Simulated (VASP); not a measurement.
# InGa5P6 (P-4m2) in VASP: a series of runs, part 2 of 2

VASP 6.6.1.

### 3 Single point, PBE

This run uses another cell than the first one, of 21.71 Å³/atom, 1.092 times its volume.

File INCAR:

```
  ALGO = Normal
  EDIFF = 1E-6
  ENCUT = 520
  GGA = PE
  ISIF = 2
  ISMEAR = 0
  LASPH = T
  LCHARG = F
  LREAL = F
  LWAVE = F
  NBANDS = 66
  NELM = 80
  PREC = Accurate
  SIGMA = 0.1
```

File KPOINTS:

```
k-points
0
Gamma
  4 4 1
```

File POSCAR:

```
InGa5P6
1.0
    3.9532775739      0.0000000000      0.0000000000
    0.0000000000      3.9532775739      0.0000000000
    0.0000000000      0.0000000000     16.6664351913
In Ga P
1 5 6
Direct
    0.5000000000      0.5000000000      0.5000000000
    0.0000000000      0.0000000000      0.6754196989
    0.0000000000      0.0000000000      0.3245803011
    0.5000000000      0.5000000000      0.1621721696
    0.0000000000      0.0000000000      0.0000000000
    0.5000000000      0.5000000000      0.8378278304
    0.5000000000      0.0000000000      0.4047967624
    0.0000000000      0.5000000000      0.2433640837
    0.5000000000      0.0000000000      0.0810526803
    0.0000000000      0.5000000000      0.9189473197
    0.5000000000      0.0000000000      0.7566359163
    0.0000000000      0.5000000000      0.5952032376
```

Potentials or basis: VASP PAW PBE potentials, release 64 (In_d, Ga_d, P).

Launch:

```sh
$ cat potpaw_PBE.64/In_d/POTCAR potpaw_PBE.64/Ga_d/POTCAR potpaw_PBE.64/P/POTCAR > POTCAR
$ mpirun -np 1 vasp_std > vasp.out
```

OUTCAR:

```text
EDIFF = 1E-6
   ENCUT = 520
   GGA = PE
   ISIF = 2
   ISMEAR = 0
   LASPH = T
   LREAL = F
   NELM = 80
   PREC = Accurate

 ion  position               nearest neighbor table
   1  0.500  0.500  0.500-   7 2.53  12 2.53   7 2.53  12 2.53
   2  0.000  0.000  0.675-  12 2.39  12 2.39  11 2.40  11 2.40
   3  0.000  0.000  0.325-   7 2.39   7 2.39   8 2.40   8 2.40
   4  0.500  0.500  0.162-   9 2.39   9 2.39   8 2.40   8 2.40
   5  0.000  0.000  0.000-   9 2.39  10 2.39  10 2.39   9 2.39
   6  0.500  0.500  0.838-  10 2.39  10 2.39  11 2.40  11 2.40
   7  0.500  0.000  0.405-   3 2.39   3 2.39   1 2.53   1 2.53
   8  0.000  0.500  0.243-   4 2.40   4 2.40   3 2.40   3 2.40
   9  0.500  0.000  0.081-   5 2.39   5 2.39   4 2.39   4 2.39
  10  0.000  0.500  0.919-   5 2.39   5 2.39   6 2.39   6 2.39
  11  0.500  0.000  0.757-   6 2.40   6 2.40   2 2.40   2 2.40
  12  0.000  0.500  0.595-   2 2.39   2 2.39   1 2.53   1 2.53

  LATTYP: Found a simple tetragonal cell.
 ALAT       =     3.9532775739
[... 196 lines left out ...]
      4     -10.0796      2.00000
      5     -10.0566      2.00000
      6     -10.0566      2.00000
[... 403 lines left out ...]
     65       8.1863      0.00000
     66       8.2187      0.00000

------------------------ aborting loop because EDIFF is reached ----------------------------------------

  FORCE on cell =-STRESS in cart. coord.  units (eV):
  Direction    XX          YY          ZZ          XY          YZ          ZX
  --------------------------------------------------------------------------------------
  -------------------------------------------------------------------------------------
  Total        0.3973732      0.3973732      0.2252855      0.0000000      0.0000000     -0.0000000
  in kB        2.4442849      2.4442849      1.3857552      0.0000000      0.0000000     -0.0000000
  external PRESSURE =       2.0914416 kB  Pullay stress =       0.0000000 kB

 VOLUME and BASIS-vectors are now :
 -----------------------------------------------------------------------------
  energy-cutoff  :      520.00
  volume of cell :      260.47
      direct lattice vectors                 reciprocal lattice vectors
     3.953277574  0.000000000  0.000000000     0.252954664  0.000000000  0.000000000
     0.000000000  3.953277574  0.000000000     0.000000000  0.252954664  0.000000000
     0.000000000  0.000000000 16.666435191     0.000000000  0.000000000  0.060000833

 POSITION                                       TOTAL-FORCE (eV/Angst)
 -----------------------------------------------------------------------------------
      1.97664      1.97664      8.33322         0.000000     -0.000000     -0.000000
      0.00000      0.00000     11.25684        -0.000000      0.000000      0.009859
      0.00000      0.00000      5.40960        -0.000000      0.000000     -0.009859
      1.97664      1.97664      2.70283        -0.000000      0.000000      0.011950
      0.00000      0.00000      0.00000        -0.000000      0.000000     -0.000000
      1.97664      1.97664     13.96360         0.000000      0.000000     -0.011950
      1.97664      0.00000      6.74652        -0.000000      0.000000     -0.016667
      0.00000      1.97664      4.05601        -0.000000      0.000000     -0.011661
      1.97664      0.00000      1.35086        -0.000000      0.000000      0.002907
      0.00000      1.97664     15.31558        -0.000000      0.000000     -0.002907
      1.97664      0.00000     12.61042        -0.000000      0.000000      0.011661
      0.00000      1.97664      9.91992        -0.000000      0.000000      0.016667
 -----------------------------------------------------------------------------------
    total drift:                                0.000000      0.000000      0.000000

  FREE ENERGIE OF THE ION-ELECTRON SYSTEM (eV)
  ---------------------------------------------------
  free  energy   TOTEN  =       -53.6233110076 eV

  energy  without entropy=      -53.6233110076  energy(sigma->0) =      -53.62331101
```

Run time: 2 min. Hardware: 1 thread of Intel Xeon 6975P-C, shared host; peak memory 0.37 GiB.

What came out:

```
Free energy            : -53.6233 eV
Pressure               : 0.2 GPa
Largest force          : 0.017 eV/Å
Band gap on the k mesh : 1.26 eV, direct
```

Forces in eV/Å, atoms in the order of the input:
```
In   0.000  0.000  0.000
Ga   0.000  0.000  0.010
Ga   0.000  0.000 -0.010
Ga   0.000  0.000  0.012
Ga   0.000  0.000  0.000
Ga   0.000  0.000 -0.012
P    0.000  0.000 -0.017
P    0.000  0.000 -0.012
P    0.000  0.000  0.003
P    0.000  0.000 -0.003
P    0.000  0.000  0.012
P    0.000  0.000  0.017
```

Levels at points of the mesh, in eV from the valence-band top:
```
           k point  band 50  band 51  band 52  band 53  band 54  band 55  band 56  band 57  band 58  band 59
(0.00, 0.00, 0.00)    -0.83    -0.83    -0.04     0.00     0.00     1.26     1.54     1.57     1.80     1.91
(0.50, 0.00, 0.00)    -1.30    -1.26    -1.25    -1.24    -0.57     1.89     1.93     1.98     2.13     2.81
(0.50, 0.50, 0.00)    -3.02    -2.57    -2.52    -2.52    -2.43     1.72     1.72     1.84     1.99     3.41
```

Caveat: spin-orbit coupling is left out, which moves the levels of the heavy elements. A k mesh can miss the band edges.

### 4 Relaxation of cell and atoms, PBE

File INCAR:

```
PREC = Accurate
ENCUT = 600
EDIFF = 1E-7
ISMEAR = 0
SIGMA = 0.1
LREAL = False
LASPH = True
NELM = 60
ALGO = Normal
ISIF = 3
LWAVE = False
LCHARG = False
GGA = PE
IBRION = 2
NSW = 90
EDIFFG = -0.04
```

File KPOINTS:

```
regular mesh
0
Gamma
  4 4 1
```

File POSCAR:

```
InGa5P6
1.0
    3.8305040100      0.0000000000      0.0000000000
    0.0000000000      3.8305040100      0.0000000000
    0.0000000000      0.0000000000     16.2514521700
In Ga P
1 5 6
Direct
    0.5000000000      0.5000000000      0.5000000000
    0.0000000000      0.0000000000      0.6666666700
    0.0000000000      0.0000000000      0.3333333300
    0.5000000000      0.5000000000      0.1666666700
    0.0000000000      0.0000000000      0.0000000000
    0.5000000000      0.5000000000      0.8333333300
    0.5000000000      0.0000000000      0.4166666700
    0.0000000000      0.5000000000      0.2500000000
    0.5000000000      0.0000000000      0.0833333300
    0.0000000000      0.5000000000      0.9166666700
    0.5000000000      0.0000000000      0.7500000000
    0.0000000000      0.5000000000      0.5833333300
```

Potentials or basis: VASP PAW PBE potentials, release 64 (In_d, Ga_d, P).

Launch:

```sh
$ cat potpaw_PBE.64/In_d/POTCAR potpaw_PBE.64/Ga_d/POTCAR potpaw_PBE.64/P/POTCAR > POTCAR
$ mpirun -np 1 vasp_std > vasp.out
```

OUTCAR:

```text
PREC = Accurate
   ENCUT = 600
   EDIFF = 1E-7
   ISMEAR = 0
   LREAL = False
   LASPH = True
   NELM = 60
   ISIF = 3
   GGA = PE
   IBRION = 2
   NSW = 90
   EDIFFG = -0.04

 ion  position               nearest neighbor table
   1  0.500  0.500  0.500-   7 2.35  12 2.35   7 2.35  12 2.35
   2  0.000  0.000  0.667-  11 2.35  11 2.35  12 2.35  12 2.35
   3  0.000  0.000  0.333-   8 2.35   8 2.35   7 2.35   7 2.35
   4  0.500  0.500  0.167-   8 2.35   8 2.35   9 2.35   9 2.35
   5  0.000  0.000  0.000-   9 2.35  10 2.35  10 2.35   9 2.35
   6  0.500  0.500  0.833-  11 2.35  11 2.35  10 2.35  10 2.35
   7  0.500  0.000  0.417-   1 2.35   1 2.35   3 2.35   3 2.35
   8  0.000  0.500  0.250-   3 2.35   4 2.35   3 2.35   4 2.35
   9  0.500  0.000  0.083-   5 2.35   5 2.35   4 2.35   4 2.35
  10  0.000  0.500  0.917-   5 2.35   5 2.35   6 2.35   6 2.35
  11  0.500  0.000  0.750-   2 2.35   6 2.35   6 2.35   2 2.35
  12  0.000  0.500  0.583-   1 2.35   1 2.35   2 2.35   2 2.35

  LATTYP: Found a simple tetragonal cell.
 ALAT       =     3.8305040100
 C/A-ratio  =     4.2426406884

  Lattice vectors:

 A1 = (   3.8305040100,   0.0000000000,   0.0000000000)
 A2 = (   0.0000000000,   3.8305040100,   0.0000000000)
 A3 = (   0.0000000000,   0.0000000000,  16.2514521700)

Analysis of symmetry for initial positions (statically):
=====================================================================
 Subroutine PRICEL returns:
 Original cell was already a primitive cell.

 Routine SETGRP: Setting up the symmetry group for a
 simple tetragonal supercell.

 Subroutine GETGRP returns: Found  8 space group operations
 (whereof  8 operations were pure point group operations)
 out of a pool of 16 trial point group operations.

The static configuration has the point symmetry D_2d.

Analysis of symmetry for dynamics (positions and initial velocities):
=====================================================================
 Subroutine PRICEL returns:
 Original cell was already a primitive cell.

 Routine SETGRP: Setting up the symmetry group for a
 simple tetragonal supercell.

 Subroutine GETGRP returns: Found  8 space group operations
 (whereof  8 operations were pure point group operations)
 out of a pool of 16 trial point group operations.

The dynamic configuration has the point symmetry D_2d.

 Subroutine INISYM returns: Found  8 space group operations
 (whereof  8 operations are pure point group operations),
 and found     1 'primitive' translations

----------------------------------------------------------------------------------------

                                     Primitive cell

  volume of cell :     238.4537

  direct lattice vectors                    reciprocal lattice vectors
     3.830504010  0.000000000  0.000000000     0.261062251  0.000000000  0.000000000
     0.000000000  3.830504010  0.000000000     0.000000000  0.261062251  0.000000000
     0.000000000  0.000000000 16.251452170     0.000000000  0.000000000  0.061532963

  length of vectors
     3.830504010  3.830504010 16.251452170     0.261062251  0.261062251  0.061532963

  position of ions in fractional coordinates (direct lattice)
     0.500000000  0.500000000  0.500000000
     0.000000000  0.000000000  0.666666670
     0.000000000  0.000000000  0.333333330
     0.500000000  0.500000000  0.166666670
[... 66 lines left out ...]
 SYSTEM =  unknown system
   PREC   = accura    normal or accurate (medium, high low for compatibility)
   ISTART =      0    job   : 0-new  1-cont  2-samecut
   ICHARG =      2    charge: 1-file 2-atom 10-const
   ISPIN  =      1    spin polarized calculation?
   LNONCOLLINEAR =      F non collinear calculations
   LSORBIT =      F    spin-orbit coupling
   LASPH  =      T    aspherical Exc in radial PAW
   ENCUT  =  600.0 eV  44.10 Ry    6.64 a.u.   7.65  7.65 32.46*2*pi/ulx,y,z
   NELM   =     60;   NELMIN=  2; NELMDL= -5     # of ELM steps
   EDIFF  = 0.1E-06   stopping-criterion for ELM
   LREAL  =      F    real-space projection
   EDIFFG = -.4E-01   stopping-criterion for IOM
   NSW    =     90    number of steps for IOM
   IBRION =      2    ionic relax: 0-MD 1-quasi-New 2-CG
   NFREE  =      1    steps in history (QN), initial steepest desc. (CG)
   ISIF   =      3    stress and relaxation
   ISYM   =      2    0-nonsym 1-usesym 2-fastsym
   POTIM  = 0.5000    time-step for ionic-motion
   TEBEG  =    0.0;   TEEND  =   0.0 temperature during run
   PSTRESS=    0.0 pullay stress
   NELECT =     108.0000    total number of electrons
   NUPDOWN=      -1.0000    fix difference up-down
   EMIN   =  10.00;   EMAX   =-10.00  energy-range for DOS
   EFERMI =   0.00;   METHOD = LEGACY
   ISMEAR =     0;   SIGMA  =   0.10  broadening in eV -4-tet -1-fermi 0-gaus
   EFERMI_NEDOS =   21; number of points for ismear=-14 and -15
   IALGO  =     38    algorithm
   IMIX   =      4    mixing-type and parameters
     AMIX     =   0.40;   BMIX     =  1.00
     AMIX_MAG =   1.60;   BMIX_MAG =  1.00
  volume/ion in A,a.u.               =      19.87       134.10
  Fermi-wavevector in a.u.,A,eV,Ry     =   1.257230  2.375820 21.505740  1.580627
  Thomas-Fermi vector in A             =   2.390899
   LORBIT       =      0    0 simple, 1 ext, 2 COOP (PROOUT), +10 PAW based schemes
   GGA     = PE    functional components
   LHFCALC =     F    Hartree Fock is set to
   AEXX    =    0.0000 exact exchange contribution
   IVDW    =     0    specifies the selected vdW correction
   LEPSILON=     F    determine dielectric tensor
   LRPA    =     F    only Hartree local field effects (RPA)
 conjugate gradient relaxation of ions
 non-spin polarized calculation
 Gauss-broadening in eV      SIGMA  =   0.10
  energy-cutoff  :      600.00
  volume of cell :      238.45
 maximum number of plane-waves:      8001
 NGX is ok and might be reduce to    32
   NGX = 15   NGY = 15   NGZ = 65

--------------------------------------- Ionic step        1  -------------------------------------------

 number of electron     108.0000056 magnetization

 Free energy of the ion-electron system (eV)
  ---------------------------------------------------
  ext. energy  EPLUGINS =         0.00000000
  ---------------------------------------------------
  free energy    TOTEN  =       -52.61711697 eV

  energy without entropy =      -52.61711697  energy(sigma->0) =      -52.61711697

------------------------ aborting loop because EDIFF is reached ----------------------------------------

  FORCE on cell =-STRESS in cart. coord.  units (eV):
  Direction    XX          YY          ZZ          XY          YZ          ZX
  --------------------------------------------------------------------------------------
  -------------------------------------------------------------------------------------
  Total       13.9079237     13.9079237     12.3474283      0.0000000      0.0000000      0.0000000
  in kB       93.4477533     93.4477533     82.9627383      0.0000000      0.0000000      0.0000000
  external PRESSURE =      89.9527483 kB  Pullay stress =       0.0000000 kB
[... 33 lines left out ...]
--------------------------------------- Ionic step        2  -------------------------------------------

 number of electron     108.0000053 magnetization

 E-fermi :   4.2019     XC(G=0):  -9.2809

 val. band max:        3.8224827920   @ k =   0.0000   0.0000   0.0000
 cond. band min:       4.5708092492   @ k =   0.0000   0.0000   0.0000
 fundamental gap:      0.7483264572
 Fermi energy:         4.2019263719

 k-point     1 :       0.0000    0.0000    0.0000
  band No.  band energies     occupation
      1     -10.7389      2.00000
      2     -10.7324      2.00000
      3     -10.6814      2.00000
      4     -10.6814      2.00000
      5     -10.6671      2.00000
      6     -10.6671      2.00000
[... 476 lines left out ...]
  FREE ENERGIE OF THE ION-ELECTRON SYSTEM (eV)
  ---------------------------------------------------
  free  energy   TOTEN  =       -53.4498567913 eV

  energy  without entropy=      -53.4498567913  energy(sigma->0) =      -53.44985679

[... ionic steps 4 to 9 ...]

--------------------------------------- Ionic step       10  -------------------------------------------

 number of electron     107.9999967 magnetization

------------------------ aborting loop because EDIFF is reached ----------------------------------------
[... 87 lines left out ...]
--------------------------------------- Ionic step       12  -------------------------------------------

 number of electron     107.9999962 magnetization

 Free energy of the ion-electron system (eV)
  ---------------------------------------------------
  ext. energy  EPLUGINS =         0.00000000
  ---------------------------------------------------
  free energy    TOTEN  =       -53.61983878 eV

  energy without entropy =      -53.61983878  energy(sigma->0) =      -53.61983878

 E-fermi :   4.9762     XC(G=0):  -9.5804

 val. band max:        4.4800877965   @ k =   0.0000   0.0000   0.0000
 cond. band min:       5.7253091273   @ k =   0.0000   0.0000   0.0000
 fundamental gap:      1.2452213309
 Fermi energy:         4.9762025224

 k-point     1 :       0.0000    0.0000    0.0000
  band No.  band energies     occupation
      1     -10.1627      2.00000
      2     -10.1488      2.00000
      3     -10.1293      2.00000
      4     -10.0957      2.00000
      5     -10.0726      2.00000
      6     -10.0726      2.00000
[... 430 lines left out ...]
  FREE ENERGIE OF THE ION-ELECTRON SYSTEM (eV)
  ---------------------------------------------------
  free  energy   TOTEN  =       -53.6198387775 eV

  energy  without entropy=      -53.6198387775  energy(sigma->0) =      -53.61983878

 reached required accuracy - stopping structural energy minimisation
```

It took 22 min on 1 thread of Intel Xeon 6975P-C, shared host; peak memory 0.46 GiB.

What came out:

| Item | Value |
| --- | --- |
| Free energy | -53.6198 eV |
| Relaxed volume | 21.75 Å³/atom |
| Relaxed cell | a = 3.957 Å, b = 3.957 Å, c = 16.665 Å, α = 90.00°, β = 90.00°, γ = 90.00° |
| Space group after relaxing (to 0.05 Å) | P-4m2 (No. 115) |
| Energy gained by relaxing | 83.6 meV/atom |
| Ionic steps | 12 |
| Pressure after relaxing | 0.0 GPa |
| Largest force after relaxing | 0.014 eV/Å |
| Band gap on the k mesh | 1.25 eV, direct |

Forces in eV/Å, atoms in the order of the input:
```
In   0.000  0.000  0.000
Ga   0.000  0.000 -0.008
Ga   0.000  0.000  0.008
Ga   0.000  0.000  0.014
Ga   0.000  0.000  0.000
Ga   0.000  0.000 -0.014
P    0.000  0.000 -0.007
P    0.000  0.000 -0.007
P    0.000  0.000 -0.007
P    0.000  0.000  0.007
P    0.000  0.000  0.007
P    0.000  0.000  0.007
```

The path:
| step | energy change (eV) | largest force (eV/Å) | pressure (GPa) | volume (Å³) |
| --- | --- | --- | --- | --- |
| 1 | 0.0000 | 2.3025 | 9.00 | 238.45 |
| 2 | -0.6496 | 0.5865 | -4.01 | 279.06 |
| 3 | -0.8327 | 0.7168 | -0.67 | 264.73 |
| 4 | -0.8970 | 0.4166 | -0.29 | 262.89 |
| 5 | -0.9345 | 0.3457 | 0.39 | 260.03 |
| 6 | -0.9613 | 0.2770 | -0.08 | 261.57 |
| 7 | -0.9693 | 0.2342 | -0.48 | 262.97 |
| 8 | -0.9874 | 0.2039 | 0.18 | 260.54 |
| 9 | -0.9888 | 0.1943 | 0.41 | 259.70 |
| 10 | -0.9999 | 0.1391 | -0.04 | 261.22 |
| 11 | -1.0001 | 0.1368 | -0.12 | 261.51 |
| 12 | -1.0027 | 0.0145 | 0.03 | 260.94 |

Final structure:
```
In Ga P
1.0
     3.95705    0.00000    0.00000
     0.00000    3.95705    0.00000
     0.00000    0.00000   16.66475
In Ga P
1 5 6
Direct
  0.50000 0.50000 0.50000
  0.00000 0.00000 0.67566
  0.00000 0.00000 0.32434
  0.50000 0.50000 0.16205
  0.00000 0.00000 0.00000
  0.50000 0.50000 0.83795
  0.50000 0.00000 0.40464
  0.00000 0.50000 0.24317
  0.50000 0.00000 0.08104
  0.00000 0.50000 0.91896
  0.50000 0.00000 0.75683
  0.00000 0.50000 0.59536
```

Caveat: spin-orbit coupling is left out, which moves the levels of the heavy elements.

### 5 Overview

```tsv
task	cell	cutoff (eV)	gap on the mesh (eV)	pressure (GPa)	largest force (eV/Å)
single point	a = 3.831, b = 3.831, c = 16.251 Å, 12 atoms	520	1.53	9.0	2.30
single point	a = 3.953, b = 3.953, c = 16.666 Å, 12 atoms	520	1.26	0.2	0.02
relaxation of cell and atoms	relaxed from a = 3.831, b = 3.831, c = 16.251 Å, 12 atoms	600	1.25	0.0	0.01
```

Alike in all rows: level PBE; potentials or basis VASP PAW PBE potentials, release 64 (In_d, Ga_d, P); no spin polarisation; k mesh 4 × 4 × 1; smearing gaussian 0.1 eV.

Caveats: spin-orbit coupling is left out, which moves the levels of the heavy elements; forces of over 1 eV/Å act on the atoms, so gaps and moduli don't describe the material at rest (some runs).

Total energies depend on the potentials used, so only differences within one code and one set of settings carry meaning.
